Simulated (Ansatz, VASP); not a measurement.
**Two plane-wave programs on MgO**

```xyz
2
Lattice="0.0210 2.1232 2.1232 2.1232 0.0210 2.1232 2.1232 2.1232 0.0210" Properties=species:S:1:pos:R:3 pbc="T T T"
Mg    0.0000    0.0000    0.0000
O     2.1337    2.1337    2.1337
```

Change from the starting cell: shear_111 strain +1.5%.

Alike in both runs: task single point; functional r2SCAN; k mesh 10 × 10 × 10; no spin polarisation.

|  | VASP | Ansatz |
| --- | --- | --- |
| version | VASP 6.6.1 | Ansatz 0.2.0 |
| potentials or method | VASP PAW PBE potentials, release 64 (Mg, O) | plane waves, PAW |
| plane-wave cutoff (eV) | 520 | 500 |
| occupations | gaussian, width 0.01 eV | fixed |
| valence electrons in the cell | 8 | 16 |

|  | VASP | Ansatz | Ansatz less VASP |
| --- | --- | --- | --- |
| gap on the k mesh at the Fermi level (eV) | 5.47 | 5.49 | +0.025 |
| pressure (GPa) | -3.5 | -2.4 | +1.14 |
| traceless stress, the component that is largest in VASP (GPa) | -1.57 | -1.56 | +0.011 |

VASP's potentials were made for PBE, not for r2SCAN. VASP's potentials hold 8 valence electrons a cell and Ansatz's 16, so a difference there can come from the potentials and not from the codes.
